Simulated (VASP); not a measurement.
# SiC (P6_3mc) in VASP: a series of runs

The runs below take SiC through single point, with LDA, PBE.

Everything below comes from runs of VASP 6.6.1. Logs are shortened: lines on timing, memory, paths and dates and some standing lists are left out, and cuts for length are marked.

## 1. The cell of the first run

It takes space group P6_3mc (No. 186, hexagonal). The conventional cell has a = 3.078 Å, b = 3.078 Å, c = 10.077 Å, α = 90.00°, β = 90.00°, γ = 120.00°. Within 2.5 Å of Si (site symmetry 3m) lie 4 C at 1.88 to 1.89 Å. Within 2.5 Å of Si (site symmetry 3m) lie 4 C at 1.89 Å. Within 2.5 Å of C (site symmetry 3m) lie 4 Si at 1.89 Å. Within 2.5 Å of C (site symmetry 3m) lie 4 Si at 1.88 to 1.89 Å.

## 2. Single point, LDA

INCAR reads:

```
SYSTEM = SiC
PREC = Accurate ; ENCUT = 520
EDIFF = 1E-7 ; ISMEAR = 0
SIGMA = 0.01 ; LREAL = .False.
LASPH = .True. ; NELM = 100
ALGO = Normal ; ISIF = 2
LWAVE = .False. ; LCHARG = .False.
GGA = CA ; NBANDS = 26
```

KPOINTS reads:

```
Automatic mesh
0
Gamma
  12 12 4
  0 0 0
```

POSCAR reads:

```
SiC
1.0
    3.0775550333      0.0000000000      0.0000000000
   -1.5387775167      2.6652408404      0.0000000000
    0.0000000000      0.0000000000     10.0767227833
Si C
4 4
Direct
    0.0000000000      0.0000000000     -0.0001405665
    0.3333333333      0.6666666667      0.2499083816
    0.0000000000      0.0000000000      0.4998594335
    0.6666666667      0.3333333333      0.7499083816
    0.0000000000      0.0000000000      0.1872833959
    0.3333333333      0.6666666667      0.4379487892
    0.0000000000      0.0000000000      0.6872833959
    0.6666666667      0.3333333333      0.9379487892
```

Potentials or basis: VASP PAW LDA potentials, release 64 (Si, C).

The run is started by

```
cat potpaw_LDA.64/Si/POTCAR potpaw_LDA.64/C/POTCAR > POTCAR
mpirun -np 1 vasp_std > vasp.out
```

OUTCAR:

```text
SYSTEM = SiC
   PREC = Accurate
   ENCUT = 520
   EDIFF = 1E-7
   ISMEAR = 0
   LREAL = .False.
   LASPH = .True.
   NELM = 100
   ISIF = 2
   GGA = CA

 ion  position               nearest neighbor table
   1  0.000  0.000  1.000-   8 1.88   8 1.88   8 1.88   5 1.89   4 3.08   4 3.08   4 3.08   2 3.08
                             2 3.08   2 3.08
   2  0.333  0.667  0.250-   5 1.89   5 1.89   5 1.89   6 1.89   3 3.08   3 3.08   3 3.08   1 3.08
                             1 3.08   1 3.08
   3  0.000  0.000  0.500-   6 1.88   6 1.88   6 1.88   7 1.89   2 3.08   2 3.08   2 3.08   4 3.08
                             4 3.08   4 3.08
   4  0.667  0.333  0.750-   7 1.89   7 1.89   7 1.89   8 1.89   1 3.08   1 3.08   1 3.08   3 3.08
                             3 3.08   3 3.08
   5  0.000  0.000  0.187-   2 1.89   2 1.89   2 1.89   1 1.89
   6  0.333  0.667  0.438-   3 1.88   3 1.88   3 1.88   2 1.89
   7  0.000  0.000  0.687-   4 1.89   4 1.89   4 1.89   3 1.89
   8  0.667  0.333  0.938-   1 1.88   1 1.88   1 1.88   4 1.89

  LATTYP: Found a hexagonal cell.
 ALAT       =     3.0775550333
 C/A-ratio  =     3.2742624175

  Lattice vectors:

 A1 = (   3.0775550333,   0.0000000000,   0.0000000000)
 A2 = (  -1.5387775167,   2.6652408404,   0.0000000000)
 A3 = (   0.0000000000,   0.0000000000,  10.0767227833)

Analysis of symmetry for initial positions (statically):
=====================================================================
 Subroutine PRICEL returns:
 Original cell was already a primitive cell.

 Routine SETGRP: Setting up the symmetry group for a
 hexagonal supercell.

 Subroutine GETGRP returns: Found 12 space group operations
 (whereof  6 operations were pure point group operations)
 out of a pool of 24 trial point group operations.

The static configuration has the point symmetry C_3v.
 The point group associated with its full space group is C_6v.

Analysis of symmetry for dynamics (positions and initial velocities):
=====================================================================
 Subroutine PRICEL returns:
 Original cell was already a primitive cell.

 Routine SETGRP: Setting up the symmetry group for a
 hexagonal supercell.

 Subroutine GETGRP returns: Found 12 space group operations
 (whereof  6 operations were pure point group operations)
 out of a pool of 24 trial point group operations.

The dynamic configuration has the point symmetry C_3v.
 The point group associated with its full space group is C_6v.

 Subroutine INISYM returns: Found 12 space group operations
 (whereof  6 operations are pure point group operations),
 and found     1 'primitive' translations

----------------------------------------------------------------------------------------

                                     Primitive cell

  volume of cell :      82.6536

  direct lattice vectors                    reciprocal lattice vectors
     3.077555033  0.000000000  0.000000000     0.324933263  0.187600307  0.000000000
    -1.538777517  2.665240840  0.000000000     0.000000000  0.375200614  0.000000000
     0.000000000  0.000000000 10.076722783     0.000000000  0.000000000  0.099238614

  length of vectors
     3.077555033  3.077555033 10.076722783     0.375200614  0.375200614  0.099238614

  position of ions in fractional coordinates (direct lattice)
     0.000000000  0.000000000  0.999859433
     0.333333333  0.666666667  0.249908382
     0.000000000  0.000000000  0.499859433
     0.666666667  0.333333333  0.749908382
     0.000000000  0.000000000  0.187283396
     0.333333333  0.666666667  0.437948789
     0.000000000  0.000000000  0.687283396
     0.666666667  0.333333333  0.937948789

  ion indices of the primitive-cell ions
   primitive index   ion index
                 1           1
                 2           2
                 3           3
                 4           4
                 5           5
                 6           6
                 7           7
                 8           8

----------------------------------------------------------------------------------------

 KPOINTS: Automatic mesh

Automatic generation of k-mesh.
 Grid dimensions read from file:
 generate k-points for:   12   12    4

 Generating k-lattice:

  Cartesian coordinates                     Fractional coordinates (reciprocal lattice)
     0.027077772  0.015633359  0.000000000     0.083333333  0.000000000  0.000000000
     0.000000000  0.031266718  0.000000000     0.000000000  0.083333333  0.000000000
     0.000000000  0.000000000  0.024809653     0.000000000  0.000000000  0.250000000

  Length of vectors
     0.031266718  0.031266718  0.024809653

  Shift w.r.t. Gamma in fractional coordinates (k-lattice)
     0.000000000  0.000000000  0.000000000

 Subroutine IBZKPT returns following result:
 ===========================================

 Found     57 irreducible k-points:

 Following reciprocal coordinates:
            Coordinates               Weight
  0.000000  0.000000  0.000000      1.000000
  0.083333 -0.000000  0.000000      6.000000
  0.166667 -0.000000  0.000000      6.000000
  0.250000 -0.000000  0.000000      6.000000
  0.333333 -0.000000  0.000000      6.000000
  0.416667 -0.000000  0.000000      6.000000
[... 16 lines left out ...]
  0.250000 -0.000000  0.250000     12.000000
  0.333333 -0.000000  0.250000     12.000000
 [... further k-points ...]
   k-points           NKPTS =     57   k-points in BZ     NKDIM =     57   number of bands    NBANDS=     26
   number of dos      NEDOS =    301   number of ions     NIONS =      8
   total plane-waves  NPLWV =  46080
   dimension x,y,z NGX =    24 NGY =   24 NGZ =   80
   dimension x,y,z NGXF=    48 NGYF=   48 NGZF=  160
   ions per type =               4   4
   NGX,Y,Z   is equivalent  to a cutoff of  12.96, 12.96, 13.20 a.u.
   NGXF,Y,Z  is equivalent  to a cutoff of  25.93, 25.93, 26.40 a.u.
 SYSTEM =  SiC
   PREC   = accura    normal or accurate (medium, high low for compatibility)
   ISTART =      0    job   : 0-new  1-cont  2-samecut
   ICHARG =      2    charge: 1-file 2-atom 10-const
   ISPIN  =      1    spin polarized calculation?
   LNONCOLLINEAR =      F non collinear calculations
   LSORBIT =      F    spin-orbit coupling
   LASPH  =      T    aspherical Exc in radial PAW
   ENCUT  =  520.0 eV  38.22 Ry    6.18 a.u.   5.72  5.72 18.74*2*pi/ulx,y,z
   NELM   =    100;   NELMIN=  2; NELMDL= -5     # of ELM steps
   EDIFF  = 0.1E-06   stopping-criterion for ELM
   LREAL  =      F    real-space projection
   EDIFFG = 0.1E-05   stopping-criterion for IOM
   NSW    =      0    number of steps for IOM
   IBRION =     -1    ionic relax: 0-MD 1-quasi-New 2-CG
   NFREE  =      0    steps in history (QN), initial steepest desc. (CG)
   ISIF   =      2    stress and relaxation
   ISYM   =      2    0-nonsym 1-usesym 2-fastsym
   POTIM  = 0.5000    time-step for ionic-motion
   TEBEG  =    0.0;   TEEND  =   0.0 temperature during run
   PSTRESS=    0.0 pullay stress
   NELECT =      32.0000    total number of electrons
   NUPDOWN=      -1.0000    fix difference up-down
   EMIN   =  10.00;   EMAX   =-10.00  energy-range for DOS
   EFERMI =   0.00;   METHOD = LEGACY
   ISMEAR =     0;   SIGMA  =   0.01  broadening in eV -4-tet -1-fermi 0-gaus
   EFERMI_NEDOS =   21; number of points for ismear=-14 and -15
   IALGO  =     38    algorithm
   IMIX   =      4    mixing-type and parameters
     AMIX     =   0.40;   BMIX     =  1.00
     AMIX_MAG =   1.60;   BMIX_MAG =  1.00
  volume/ion in A,a.u.               =      10.33        69.72
  Fermi-wavevector in a.u.,A,eV,Ry     =   1.193175  2.254775 19.370173  1.423668
  Thomas-Fermi vector in A             =   2.329196
   LORBIT       =      0    0 simple, 1 ext, 2 COOP (PROOUT), +10 PAW based schemes
   GGA     = CA    functional components
   LHFCALC =     F    Hartree Fock is set to
   AEXX    =    0.0000 exact exchange contribution
   IVDW    =     0    specifies the selected vdW correction
   LEPSILON=     F    determine dielectric tensor
   LRPA    =     F    only Hartree local field effects (RPA)
 non-spin polarized calculation
 Gauss-broadening in eV      SIGMA  =   0.01
  energy-cutoff  :      520.00
  volume of cell :       82.65
 maximum number of plane-waves:      2256
 NGX is ok and might be reduce to    24
   NGX = 11   NGY = 11   NGZ = 37

 number of electron      32.0000000 magnetization

 Free energy of the ion-electron system (eV)
  ---------------------------------------------------
  ext. energy  EPLUGINS =         0.00000000
  ---------------------------------------------------
  free energy    TOTEN  =       -66.56462639 eV

  energy without entropy =      -66.56462639  energy(sigma->0) =      -66.56462639

 E-fermi :   8.2400     XC(G=0): -11.5594

 val. band max:        8.1440101643   @ k =   0.0000   0.0000   0.0000
 cond. band min:      10.3110469217   @ k =   0.5000  -0.0000   0.0000
 fundamental gap:      2.1670367574
 Fermi energy:         8.2399765351

 k-point     1 :       0.0000    0.0000    0.0000
  band No.  band energies     occupation
      1      -7.2588      2.00000
      2      -6.0745      2.00000
      3      -6.0399      2.00000
      4      -3.6372      2.00000
      5      -0.4936      2.00000
      6       3.7821      2.00000
[... 18 lines left out ...]
     25      15.4356      0.00000
     26      16.1014      0.00000

 k-point     2 :       0.0833   -0.0000    0.0000
  band No.  band energies     occupation
      1      -7.1376      2.00000
      2      -5.9571      2.00000
      3      -5.9221      2.00000
      4      -3.5342      2.00000
      5      -0.3824      2.00000
      6       3.8225      2.00000
[... 18 lines left out ...]
     25      15.4799      0.00000
     26      16.0417      0.00000

 k-point     3 :       0.1667   -0.0000    0.0000
  band No.  band energies     occupation
      1      -6.7771      2.00000
      2      -5.6091      2.00000
      3      -5.5721      2.00000
      4      -3.2337      2.00000
      5      -0.0580      2.00000
      6       3.8114      2.00000
[... 572 lines left out ...]
 k-point    23 :       0.2500   -0.0000    0.2500
  band No.  band energies     occupation
      1      -6.1125      2.00000
      2      -5.5244      2.00000
      3      -4.4093      2.00000
      4      -3.0781      2.00000
      5       0.8109      2.00000
      6       2.4785      2.00000
[... 18 lines left out ...]
     25      16.8323      0.00000
     26      17.0950      0.00000

 k-point    24 :       0.3333   -0.0000    0.2500
  band No.  band energies     occupation
      1      -5.3199      2.00000
      2      -4.7550      2.00000
      3      -3.7014      2.00000
      4      -2.5156      2.00000
      5       0.8753      2.00000
      6       1.4185      2.00000
[... 18 lines left out ...]
     25      16.6734      0.00000
     26      17.2881      0.00000

 [... further k-points ...]
[... 5 lines left out ...]
  --------------------------------------------------------------------------------------
  -------------------------------------------------------------------------------------
  Total       -1.9543822     -1.9543822     -1.9697605      0.0000000      0.0000000      0.0000000
  in kB      -37.8842324    -37.8842324    -38.1823287      0.0000000      0.0000000      0.0000000
  external PRESSURE =     -37.9835978 kB  Pullay stress =       0.0000000 kB

 VOLUME and BASIS-vectors are now :
 -----------------------------------------------------------------------------
  energy-cutoff  :      520.00
  volume of cell :       82.65
      direct lattice vectors                 reciprocal lattice vectors
     3.077555033  0.000000000  0.000000000     0.324933263  0.187600307  0.000000000
    -1.538777517  2.665240840  0.000000000     0.000000000  0.375200614  0.000000000
     0.000000000  0.000000000 10.076722783     0.000000000  0.000000000  0.099238614

 POSITION                                       TOTAL-FORCE (eV/Angst)
 -----------------------------------------------------------------------------------
      0.00000      0.00000     10.07531        -0.000000      0.000000      0.002090
     -0.00000      1.77683      2.51826        -0.000000      0.000000     -0.005342
      0.00000      0.00000      5.03694        -0.000000     -0.000000      0.002090
      1.53878      0.88841      7.55662         0.000000     -0.000000     -0.005342
      0.00000      0.00000      1.88720        -0.000000     -0.000000      0.003923
     -0.00000      1.77683      4.41309         0.000000     -0.000000     -0.000671
      0.00000      0.00000      6.92556        -0.000000     -0.000000      0.003923
      1.53878      0.88841      9.45145         0.000000      0.000000     -0.000671
 -----------------------------------------------------------------------------------
    total drift:                               -0.000000     -0.000000     -0.000051

  FREE ENERGIE OF THE ION-ELECTRON SYSTEM (eV)
  ---------------------------------------------------
  free  energy   TOTEN  =       -66.5646263908 eV

  energy  without entropy=      -66.5646263908  energy(sigma->0) =      -66.56462639
```

Run time: 70 s. Hardware: 1 thread of AMD EPYC 9R45 (Zen 5), shared host; peak memory 0.19 GiB.

What came out:

| Quantity | Value |
| --- | --- |
| Free energy | -66.5646 eV |
| Pressure | -3.8 GPa |
| Largest force | 0.005 eV/Å |
| Band gap on the k mesh | 2.17 eV, indirect (least direct gap 3.29 eV) |

Forces in eV/Å, atoms in the order of the input:
```
Si   0.000  0.000  0.002
Si   0.000  0.000 -0.005
Si   0.000  0.000  0.002
Si   0.000  0.000 -0.005
C    0.000  0.000  0.004
C    0.000  0.000 -0.001
C    0.000  0.000  0.004
C    0.000  0.000 -0.001
```

A k mesh can miss the band edges. Expect the measured gap to be larger: semilocal functionals such as LDA lack the derivative discontinuity.

## 3. Single point, PBE

This run uses another cell than the first one, of 10.50 Å³/atom, 1.016 times its volume.

INCAR reads:

```
SYSTEM = SiC
ALGO = Normal
EDIFF = 1E-6
ENCUT = 520
GGA = PE
ISIF = 2
ISMEAR = -1
LASPH = .TRUE.
LCHARG = .FALSE.
LREAL = .FALSE.
LWAVE = .FALSE.
NBANDS = 26
NELM = 60
PREC = Accurate
SIGMA = 0.02
```

KPOINTS reads:

```
k-points
0
G
  12 12 4
  0 0 0
```

POSCAR reads:

```
SiC
1.0
    3.0940311569      0.0000000000      0.0000000000
   -1.5470155785      2.6795095819      0.0000000000
    0.0000000000      0.0000000000     10.1290649692
Si C
4 4
Direct
    0.0000000000      0.0000000000     -0.0001500102
    0.3333333333      0.6666666667      0.2499054349
    0.0000000000      0.0000000000      0.4998499898
    0.6666666667      0.3333333333      0.7499054349
    0.0000000000      0.0000000000      0.1873051258
    0.3333333333      0.6666666667      0.4379394496
    0.0000000000      0.0000000000      0.6873051258
    0.6666666667      0.3333333333      0.9379394496
```

Potentials or basis: VASP PAW PBE potentials, release 64 (Si, C).

The run is started by

```
cat potpaw_PBE.64/Si/POTCAR potpaw_PBE.64/C/POTCAR > POTCAR
mpirun -np 1 vasp_std > vasp.out
```

Run time: 70 s. Hardware: 1 thread of AMD EPYC 9R45 (Zen 5), shared host; peak memory 0.22 GiB.

The run converged. Its results:

```
Free energy            : -60.2490 eV
Pressure               : 0.0 GPa
Band gap on the k mesh : 2.22 eV, indirect (least direct gap 3.34 eV)
```

Levels at points of the mesh, in eV from the valence-band top:
| k point | band 13 | band 14 | band 15 | band 16 | band 17 | band 18 | band 19 | band 20 |
| --- | --- | --- | --- | --- | --- | --- | --- | --- |
| (0.00, 0.00, 0.00) | -0.58 | -0.05 | 0.00 | 0.00 | 4.96 | 5.54 | 6.12 | 6.18 |
| (0.50, 0.00, 0.00) | -2.34 | -2.20 | -1.56 | -1.12 | 2.22 | 2.34 | 4.18 | 4.66 |
| (0.00, 0.00, 0.50) | -0.21 | -0.21 | -0.21 | -0.21 | 5.17 | 5.17 | 6.61 | 6.61 |
| (0.50, 0.00, 0.50) | -2.48 | -2.48 | -1.54 | -1.54 | 2.63 | 2.63 | 4.17 | 4.17 |

A k mesh can miss the band edges. A hybrid or GW would open this gap; PBE tends to underestimate it.
